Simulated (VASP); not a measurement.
# KCl (Sylvite) (Fm-3m) in VASP: a series of runs

The runs below take KCl (Sylvite) through single point, with PBEsol.

Program: VASP 6.6.1. These are calculated values, not measurements. Logs are shortened: lines on timing, memory, paths and dates and some standing lists are left out, and cuts for length are marked.

## (1) The cell of the first run

It takes space group Fm-3m (No. 225, cubic). The conventional cell has a = 5.464 Å, b = 5.464 Å, c = 5.464 Å, α = 90.00°, β = 90.00°, γ = 90.00°. K (site symmetry m-3m) has 6 Cl at 2.73 Å within 3.6 Å. Cl (site symmetry m-3m) has 6 K at 2.73 Å within 3.6 Å.

## (2) Single point, PBEsol

Input file INCAR:

```
SYSTEM = KCl
PREC = Accurate
ENCUT = 520
EDIFF = 1E-6
ISMEAR = -1
SIGMA = 0.05
LREAL = .FALSE.
LASPH = .TRUE.
NELM = 100
ALGO = Normal
ISIF = 2
LWAVE = .FALSE.
LCHARG = .FALSE.
GGA = PS
NBANDS = 15
```

Input file KPOINTS:

```
Automatic mesh
0
G
  7 7 7
  0 0 0
```

Input file POSCAR:

```
KCl
1.0
    0.0000000000      2.7319811946      2.7319811946
    2.7319811946      0.0000000000      2.7319811946
    2.7319811946      2.7319811946      0.0000000000
K Cl
1 1
Direct
    0.0000000000      0.0000000000      0.0000000000
    0.5000000000      0.5000000000      0.5000000000
```

Potentials or basis: VASP PAW PBE potentials, release 64 (K_sv, Cl).

Command:

```
$ cat potpaw_PBE.64/K_sv/POTCAR potpaw_PBE.64/Cl/POTCAR > POTCAR
$ mpirun -np 1 vasp_std > vasp.out
```

OUTCAR:

```text
SYSTEM = KCl
   PREC = Accurate
   ENCUT = 520
   EDIFF = 1E-6
   ISMEAR = -1
   LREAL = .FALSE.
   LASPH = .TRUE.
   NELM = 100
   ISIF = 2
   GGA = PS

 ion  position               nearest neighbor table
   1  0.000  0.000  0.000-   2 2.73   2 2.73   2 2.73   2 2.73   2 2.73   2 2.73
   2  0.500  0.500  0.500-   1 2.73   1 2.73   1 2.73   1 2.73   1 2.73   1 2.73

  LATTYP: Found a face centered cubic cell.
 ALAT       =     5.4639623892

  Lattice vectors:

 A1 = (   0.0000000000,   2.7319811946,   2.7319811946)
 A2 = (   2.7319811946,   0.0000000000,   2.7319811946)
 A3 = (   2.7319811946,   2.7319811946,   0.0000000000)

Analysis of symmetry for initial positions (statically):
=====================================================================
 Subroutine PRICEL returns:
 Original cell was already a primitive cell.

 Routine SETGRP: Setting up the symmetry group for a
 face centered cubic supercell.

 Subroutine GETGRP returns: Found 48 space group operations
 (whereof 48 operations were pure point group operations)
 out of a pool of 48 trial point group operations.

The static configuration has the point symmetry O_h .

Analysis of symmetry for dynamics (positions and initial velocities):
=====================================================================
 Subroutine PRICEL returns:
 Original cell was already a primitive cell.

 Routine SETGRP: Setting up the symmetry group for a
 face centered cubic supercell.

 Subroutine GETGRP returns: Found 48 space group operations
 (whereof 48 operations were pure point group operations)
 out of a pool of 48 trial point group operations.

The dynamic configuration has the point symmetry O_h .

 Subroutine INISYM returns: Found 48 space group operations
 (whereof 48 operations are pure point group operations),
 and found     1 'primitive' translations

----------------------------------------------------------------------------------------

                                     Primitive cell

  volume of cell :      40.7815

  direct lattice vectors                    reciprocal lattice vectors
     0.000000000  2.731981195  2.731981195    -0.183017365  0.183017365  0.183017365
     2.731981195  0.000000000  2.731981195     0.183017365 -0.183017365  0.183017365
     2.731981195  2.731981195  0.000000000     0.183017365  0.183017365 -0.183017365

  length of vectors
     3.863604858  3.863604858  3.863604858     0.316995375  0.316995375  0.316995375

  position of ions in fractional coordinates (direct lattice)
[... 83 lines left out ...]
   TEBEG  =    0.0;   TEEND  =   0.0 temperature during run
   PSTRESS=    0.0 pullay stress
   NELECT =      16.0000    total number of electrons
   NUPDOWN=      -1.0000    fix difference up-down
   EMIN   =  10.00;   EMAX   =-10.00  energy-range for DOS
   EFERMI =   0.00;   METHOD = LEGACY
   ISMEAR =    -1;   SIGMA  =   0.05  broadening in eV -4-tet -1-fermi 0-gaus
   EFERMI_NEDOS =   21; number of points for ismear=-14 and -15
   IALGO  =     38    algorithm
   IMIX   =      4    mixing-type and parameters
     AMIX     =   0.40;   BMIX     =  1.00
     AMIX_MAG =   1.60;   BMIX_MAG =  1.00
  volume/ion in A,a.u.               =      20.39       137.60
  Fermi-wavevector in a.u.,A,eV,Ry     =   1.198470  2.264780 19.542457  1.436330
  Thomas-Fermi vector in A             =   2.334358
   LORBIT       =      0    0 simple, 1 ext, 2 COOP (PROOUT), +10 PAW based schemes
   GGA     = PS    functional components
   LHFCALC =     F    Hartree Fock is set to
   AEXX    =    0.0000 exact exchange contribution
   IVDW    =     0    specifies the selected vdW correction
   LEPSILON=     F    determine dielectric tensor
   LRPA    =     F    only Hartree local field effects (RPA)
 non-spin polarized calculation
  energy-cutoff  :      520.00
  volume of cell :       40.78
 maximum number of plane-waves:      1117
 NGX is ok and might be reduce to    30
   NGX = 15   NGY = 15   NGZ = 15

 number of electron      16.0000002 magnetization

 Free energy of the ion-electron system (eV)
  ---------------------------------------------------
  ext. energy  EPLUGINS =         0.00000000
  ---------------------------------------------------
  free energy    TOTEN  =        -6.15139512 eV

  energy without entropy =       -6.15139512  energy(sigma->0) =       -6.15139512

 E-fermi :   1.4814     XC(G=0):  -9.6891

 val. band max:        0.4467327328   @ k =   0.0000   0.0000   0.0000
 cond. band min:       5.9809566066   @ k =   0.4286   0.4286   0.0000
 fundamental gap:      5.5342238739
 Fermi energy:         1.4814322682

 k-point     1 :       0.0000    0.0000    0.0000
  band No.  band energies     occupation
      1     -25.9373      2.00000
      2     -12.3491      2.00000
      3      -9.4306      2.00000
      4      -9.4306      2.00000
      5      -9.4306      2.00000
      6       0.4467      2.00000
      7       0.4467      2.00000
      8       0.4467      2.00000
      9       7.2472      0.00000
     10       8.4702      0.00000
     11       8.4702      0.00000
     12       8.4702      0.00000
     13       9.6678      0.00000
     14       9.6678      0.00000
[... 329 lines left out ...]
      2     -12.4976      2.00000
      3      -9.9611      2.00000
      4      -9.7795      2.00000
      5      -9.1285      2.00000
      6      -0.7212      2.00000
      7      -0.2179      2.00000
      8      -0.1878      2.00000
      9       8.1015      0.00000
     10       9.2970      0.00000
     11      11.6280      0.00000
     12      12.0914      0.00000
     13      13.2067      0.00000
     14      14.1102      0.00000
     15      15.5298      0.00000

------------------------ aborting loop because EDIFF is reached ----------------------------------------

  FORCE on cell =-STRESS in cart. coord.  units (eV):
  Direction    XX          YY          ZZ          XY          YZ          ZX
  --------------------------------------------------------------------------------------
  -------------------------------------------------------------------------------------
  Total        5.1980473      5.1980473      5.1980473     -0.0000000     -0.0000000      0.0000000
  in kB      204.2150257    204.2150257    204.2150257     -0.0000000     -0.0000000      0.0000000
  external PRESSURE =     204.2150257 kB  Pullay stress =       0.0000000 kB

 VOLUME and BASIS-vectors are now :
 -----------------------------------------------------------------------------
  energy-cutoff  :      520.00
  volume of cell :       40.78
      direct lattice vectors                 reciprocal lattice vectors
     0.000000000  2.731981195  2.731981195    -0.183017365  0.183017365  0.183017365
     2.731981195  0.000000000  2.731981195     0.183017365 -0.183017365  0.183017365
     2.731981195  2.731981195  0.000000000     0.183017365  0.183017365 -0.183017365

 POSITION                                       TOTAL-FORCE (eV/Angst)
 -----------------------------------------------------------------------------------
      0.00000      0.00000      0.00000        -0.000000      0.000000      0.000000
      2.73198      2.73198      2.73198         0.000000     -0.000000     -0.000000
 -----------------------------------------------------------------------------------
    total drift:                               -0.000000      0.000000      0.000000

  FREE ENERGIE OF THE ION-ELECTRON SYSTEM (eV)
  ---------------------------------------------------
  free  energy   TOTEN  =        -6.1513951250 eV

  energy  without entropy=       -6.1513951249  energy(sigma->0) =       -6.15139512
```

stdout:

```text
POSCAR found type information on POSCAR K Cl
 POSCAR found :  2 types and       2 ions
 scaLAPACK will be used
 -----------------------------------------------------------------------------
|                                                                             |
|                                                                             |
|     You enforced a specific xc type in the INCAR file but a different       |
|     I HOPE YOU KNOW WHAT YOU ARE DOING!                                     |
|                                                                             |
 -----------------------------------------------------------------------------

 LDA part: xc-table for (Slater+PW92), standard interpolation
 POSCAR, INCAR and KPOINTS ok, starting setup
 FFT: planning ... GRIDC
 FFT: planning ... GRID_SOFT
 FFT: planning ... GRID
 WAVECAR not read
 entering main loop
```

It took 14 s on 1 thread of Intel Xeon Platinum 8259CL at 2.50GHz (Skylake/Cascade Lake), shared host; peak memory 0.17 GiB.

Results:

* Free energy: -6.1514 eV
* Pressure: 20.4 GPa
* Band gap on the k mesh: 5.53 eV, indirect (least direct gap 5.77 eV)

Caveat: the PAW data sets were made with another functional, which shifts forces and pressure a little.

## (3) Single point, PBEsol

This run uses another cell than the first one, of 23.14 Å³/atom, 1.135 times its volume.

Input file INCAR:

```
SYSTEM = KCl
ALGO = Normal
EDIFF = 1E-6
ENCUT = 520
GGA = PS
ISIF = 2
ISMEAR = -1
LASPH = .True.
LCHARG = .True.
LELF = .True.
LREAL = .False.
LVHAR = .True.
LWAVE = .False.
NBANDS = 15
NELM = 80
PREC = Accurate
SIGMA = 0.05
```

Input file KPOINTS:

```
k-points
0
Gamma
  7 7 7
  0 0 0
```

Input file POSCAR:

```
KCl
1.0
    0.0000000000      2.8494452135      2.8494452135
    2.8494452135      0.0000000000      2.8494452135
    2.8494452135      2.8494452135      0.0000000000
K Cl
1 1
Direct
    0.0000000000      0.0000000000      0.0000000000
    0.5000000000      0.5000000000      0.5000000000
```

Potentials or basis: VASP PAW PBE potentials, release 64 (K_sv, Cl).

Command:

```
$ cat potpaw_PBE.64/K_sv/POTCAR potpaw_PBE.64/Cl/POTCAR > POTCAR
$ mpirun -np 1 vasp_std > vasp.out
```

Run time: 20 s. Hardware: 1 thread of Intel Xeon Platinum 8259CL at 2.50GHz (Skylake/Cascade Lake), shared host; peak memory 0.16 GiB.

The run converged. Its results:

```yaml
Free_energy: -6.6611 eV
Pressure: 10.2 GPa
Band_gap_on_the_k_mesh: 5.93 eV, indirect (least direct gap 6.17 eV)
```

Levels at points of the mesh, in eV from the valence-band top:
| k point | band 6 | band 7 | band 8 | band 9 | band 10 | band 11 |
| --- | --- | --- | --- | --- | --- | --- |
| (0.00, 0.00, 0.00) | 0.00 | 0.00 | 0.00 | 6.17 | 8.21 | 8.21 |

Caveat: the PAW data sets were made with another functional, which shifts forces and pressure a little. A k mesh can miss the band edges.
